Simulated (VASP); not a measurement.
## TaN: single point with PBE

TaN:

```
Ta N
1.0
     2.93994    0.00000    0.00000
    -1.46997    2.54606    0.00000
     0.00000    0.00000    2.89018
Ta N
1 1
Direct
  0.00000 0.00000 0.50000
  0.66667 0.33333 0.00000
```

```
Program                : VASP 6.6.1
Task                   : single point
Functional             : PBE
Potentials or basis    : VASP PAW PBE potentials, release 64 (Ta_pv, N)
Cutoff                 : 520 eV
k mesh                 : 13 × 13 × 11
Occupations            : fermi-dirac, width 0.05 eV
Spin                   : no spin polarisation
Dipole correction      : no
Further INCAR settings : ALGO = Normal; EDIFF = 1e-06; NBANDS = 15
```

```yaml
Pressure: 4.0 GPa
Band_gap_on_the_k_mesh: zero (band 8 reaches 8.32 eV, above the bottom of band 9 at 8.14 eV)
```

Levels at points of the mesh, in eV from the Fermi level:
| k point | band 5 | band 6 | band 7 | band 8 | band 9 | band 10 | band 11 | band 12 |
| --- | --- | --- | --- | --- | --- | --- | --- | --- |
| (0.00, 0.00, 0.00) | -4.55 | -4.55 | -4.22 | -2.95 | 2.18 | 3.54 | 3.54 | 3.96 |

Wall time 18 s on 1 thread of Intel Xeon 6975P-C (shared host), peak memory 0.17 GiB.

Caveat: spin-orbit coupling is left out, which moves the levels of the heavy elements.
